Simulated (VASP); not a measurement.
Wanted: the native input for a VASP 6.6.1 run.

```yaml
Task: relaxation of cell and atoms
Functional: PBE
Dispersion: D3(BJ)
Potentials_or_basis: VASP PAW PBE potentials, release 64 (Ag, O)
Cutoff: 600 eV
k_mesh: 8 × 8 × 8
Occupations: gaussian, width 0.1 eV
Spin: no spin polarisation
Dipole_correction: no
Further_INCAR_settings: ALGO = Normal; EDIFF = 1e-07; IBRION = 2; EDIFFG = -0.005; NSW = 70; ISIF = 3
```

The structure of Ag2O lies in POSCAR:

```
Ag2O
1.0
    4.8119826442      0.0000000000      0.0000000000
    0.0000000000      4.8119826442      0.0000000000
    0.0000000000      0.0000000000      4.8119826442
Ag O
4 2
Direct
    0.2500000000      0.2500000000      0.2500000000
    0.2500000000      0.7500000000      0.7500000000
    0.7500000000      0.7500000000      0.2500000000
    0.7500000000      0.2500000000      0.7500000000
    0.0000000000      0.0000000000      0.0000000000
    0.5000000000      0.5000000000      0.5000000000
```

One way to write it, as run:

INCAR

```
PREC = Accurate
ENCUT = 600
EDIFF = 1E-7
ISMEAR = 0
SIGMA = 0.1
LREAL = False
LASPH = True
NELM = 120
ALGO = Normal
ISIF = 3
LWAVE = False
LCHARG = False
GGA = PE
IVDW = 12
IBRION = 2
NSW = 70
EDIFFG = -0.005
GGA_COMPAT = False
NELMIN = 4
```

KPOINTS

```
regular mesh
0
Gamma
  8 8 8
```

Potentials or basis: VASP PAW PBE potentials, release 64 (Ag, O).

Command:

```sh
$ cat potpaw_PBE.64/Ag/POTCAR potpaw_PBE.64/O/POTCAR > POTCAR
$ mpirun -np 1 vasp_std > vasp.out
```

It gave:

The relaxed volume is 17.87 Å³/atom. The relaxed cell is a = 4.750 Å, b = 4.750 Å, c = 4.750 Å, α = 90.00°, β = 90.00°, γ = 90.00°, the space group after relaxing (to 0.1 Å) is Pn-3m (No. 224) and the energy gained by relaxing is 6.3 meV/atom. The ionic steps are 3. The pressure after relaxing is 0.0 GPa. The band gap on the k mesh is 0.01 eV and the dispersion energy per atom is -0.316 eV.

Caveat: the smearing spreads over this small gap; semilocal functionals underestimate gaps, and a narrow one can read as zero.

Run time: 8.5 min on 1 thread of Oxide Virtual Turin-like Processor (shared host), peak memory 0.31 GiB.
